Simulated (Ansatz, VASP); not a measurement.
One calculation of Pt, two programs

```
CELL_PARAMETERS angstrom
0.00000 1.94743 1.94743
1.94743 0.00000 1.94743
1.94743 1.94743 0.00000
ATOMIC_POSITIONS crystal
Pt 0.00000 0.00000 0.00000
```

Alike in both runs: task single point; functional LDA; k mesh 14 × 14 × 14; occupations gaussian, width 1 eV; no spin polarisation.

```csv
,VASP,Ansatz
version,VASP 6.6.1,Ansatz 0.2.0
potentials or method,"VASP PAW LDA potentials, release 64 (Pt), cutoff 520 eV","plane waves (420 eV) with PAW, scalar-relativistic"
valence electrons in the cell,10,18
```

```csv
,VASP,Ansatz,Ansatz less VASP
pressure (GPa),3.9,3.2,-0.76
```

Ansatz warns that its potentials were made for another functional, while VASP's fit it. LDA's correlation is that of Perdew and Zunger in VASP and of Perdew and Wang (1992) in Ansatz. VASP's potentials hold 10 valence electrons a cell and Ansatz's 18, so a difference there can come from the potentials and not from the codes.

Spin-orbit coupling is off throughout.
